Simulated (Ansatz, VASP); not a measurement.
**B: VASP beside Ansatz**

```xyz
12
Lattice="3.5667 -2.5133 0.0000 3.5667 2.5133 0.0000 0.0000 0.0000 5.6338" Properties=species:S:1:pos:R:3 pbc="T T T"
B     1.3194    0.8214    2.2497
B     1.3194   -0.8214    3.3841
B     5.8139    0.8214    0.5672
B     5.8139   -0.8214    5.0666
B     5.8139   -0.8214    3.3841
B     5.8139    0.8214    2.2497
B     1.3194   -0.8214    5.0666
B     1.3194    0.8214    0.5672
B     3.5667    1.8566    2.2363
B     3.5667   -1.8566    3.3975
B     3.5667    1.8566    0.5806
B     3.5667   -1.8566    5.0531
```

Alike in both runs: functional PBE; k mesh 10 × 10 × 8; occupations gaussian, width 0.1 eV; no spin polarisation.

Ansatz relaxed the structure, and its values are those at the end. VASP's run is a single point on that final structure, the one shown.

|  | VASP | Ansatz |
| --- | --- | --- |
| version | VASP 6.6.1 | Ansatz 0.2.0 |
| potentials or method | VASP PAW PBE potentials, release 64 (B), cutoff 520 eV | scalar-relativistic, plane waves, PAW |
| valence electrons in the cell | 36 | 36 |

|  | VASP | Ansatz | Ansatz less VASP |
| --- | --- | --- | --- |
| gap on the k mesh at the Fermi level (eV) | none | none | - |
| pressure (GPa) | 0.0 | 0.0 | 0.00 |
| rms of the force components (eV/Å) | 0.003 | 0.001 | -0.0017 |

A gap of «none» marks a metal or a gap that the smearing closes. The functional is the same, so the differences come from potentials, cutoffs and numerics.
